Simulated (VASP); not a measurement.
Here is a VASP 6.6.1 calculation.

File INCAR:

```
SYSTEM = PbSe
AGGAC = 1.0
AGGAX = 1.0
ALDAC = 0.0
ALDAX = 1.0
ALGO = Normal
EDIFF = 1E-6
ENCUT = 520
GGA = B5
ISIF = 2
ISMEAR = -1
LASPH = .True.
LCHARG = .False.
LREAL = .False.
LWAVE = .False.
NBANDS = 17
NELM = 60
PREC = Accurate
SIGMA = 0.05
```

KPOINTS

```
k-points
0
Gamma
  7 7 7
  0 0 0
```

POSCAR

```
PbSe
1.0
    3.7843220000      0.0000000000      0.0000000000
    0.0000000000      3.7843220000      0.0000000000
    0.0000000000      0.0000000000      3.7843220000
Pb Se
1 1
Direct
    0.0000000000      0.0000000000      0.0000000000
    0.5000000000      0.5000000000      0.5000000000
```

Potentials or basis: VASP PAW PBE potentials, release 64 (Pb_d, Se).

Run with:

```bash
$ cat potpaw_PBE.64/Pb_d/POTCAR potpaw_PBE.64/Se/POTCAR > POTCAR
$ mpirun -np 1 vasp_std > vasp.out
```

(1) Predict the band gap on the k mesh.

(2) What does it give for the pressure?

Answers

(1) zero (band 10 reaches 5.73 eV, above the bottom of band 11 at 5.70 eV).

(2) 4.0 GPa.

Caveat: the PAW data sets were made with another functional, which shifts forces and pressure a little; spin-orbit coupling is left out, which moves the levels of the heavy elements.
